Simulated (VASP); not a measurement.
A run of VASP 6.6.1 is set up as follows.

The input INCAR:

```
SYSTEM = MgB2
ALGO = Normal ; EDIFF = 1E-6
ENCUT = 520 ; GGA = PE
ISIF = 2 ; ISMEAR = 0
LASPH = .True. ; LCHARG = .False.
LREAL = .False. ; LWAVE = .False.
NBANDS = 11 ; NELM = 80
PREC = Accurate ; SIGMA = 0.1
```

Contents of KPOINTS:

```
k-points
0
Gamma
  15 15 12
  0 0 0
```

POSCAR

```
MgB2
1.0
    3.0968871386      0.0000000000      0.0000000000
   -1.5484435693      2.6819829347      0.0000000000
    0.0000000000      0.0000000000      3.5818205371
Mg B
1 2
Direct
    0.0000000000      0.0000000000      0.0000000000
    0.3333333333      0.6666666667      0.5000000000
    0.6666666667      0.3333333333      0.5000000000
```

Potentials or basis: VASP PAW PBE potentials, release 64 (Mg, B).

Launch:

```console
$ cat potpaw_PBE.64/Mg/POTCAR potpaw_PBE.64/B/POTCAR > POTCAR
$ mpirun -np 1 vasp_std > vasp.out
```

(1) What does it give for the pressure?

(2) Predict the band gap on the k mesh.

Answers

(1) -4.3 GPa.

(2) zero (bands 4 and 5 overlap by 3.66 eV).

Caveat: the cell stands under tension.
